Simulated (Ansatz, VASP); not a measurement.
# Ba in VASP and in Ansatz

```xyz
2
Lattice="4.2332 0.0000 0.0000 -2.1166 3.6661 0.0000 0.0000 0.0000 6.8624" Properties=species:S:1:pos:R:3 pbc="T T T"
Ba    0.0000    2.4440    1.7156
Ba    2.1166    1.2220    5.1468
```

Alike in both runs: functional LDA; k mesh 8 × 8 × 5; occupations fermi-dirac, width 0.1 eV; no spin polarisation.

Ansatz relaxed the structure, and its values are those at the end. VASP's run is a single point on that final structure, the one shown.

```csv
,VASP,Ansatz
version,VASP 6.6.1,Ansatz 0.2.0
potentials or method,"VASP PAW LDA potentials, release 64 (Ba_sv), cutoff 500 eV","plane waves (420 eV) with PAW, scalar-relativistic"
valence electrons in the cell,20,20
```

VASP gave:

| Item | Value |
| --- | --- |
| pressure (GPa) | 0.1 |

Q: What did Ansatz give for the same quantities?

A: Pressure (GPa): 0.0.

Ansatz warns that its potentials were made for another functional, while VASP's fit it. LDA's correlation is that of Perdew and Zunger in VASP and of Perdew and Wang (1992) in Ansatz.

Spin-orbit coupling is off throughout.
